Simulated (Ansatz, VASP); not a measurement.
**BaTiO3 in VASP and in Ansatz**

```
Ba Ti O
1.0
     4.00730    0.00000    0.00000
     0.00000    4.00730    0.00000
     0.00000    0.00000    4.00730
Ba Ti O
1 1 3
Direct
  0.50903 0.45529 0.50668
  0.94374 0.06998 0.95431
  0.52053 0.00683 0.05543
  0.01265 0.49197 0.05272
  0.01405 0.97593 0.43085
```

Alike in both runs: task relaxation of cell and atoms; functional PBEsol; k mesh 6 × 6 × 6; occupations fermi-dirac, width 0.05 eV; no spin polarisation.

|  | VASP | Ansatz |
| --- | --- | --- |
| version | VASP 6.6.1 | Ansatz 0.2.0 |
| potentials or method | VASP PAW PBE potentials, release 64 (Ba_sv, Ti_sv, O), cutoff 600 eV | all-electron LAPW, scalar-relativistic |

|  | VASP | Ansatz | Ansatz less VASP |
| --- | --- | --- | --- |
| relaxed volume (Å³/atom) | 12.85 | 12.70 | -0.150 |
| relaxed cell length with the largest relative difference (Å) | 4.012 | 3.990 | -0.0220 |

VASP's potentials were made for PBE, not for PBEsol. Ansatz ran all-electron here, and VASP with PAW potentials.

Neither program's run includes spin-orbit coupling. Noted on Ansatz's run: the k mesh is thin for a metal, which can move the energy by tens of meV per atom.
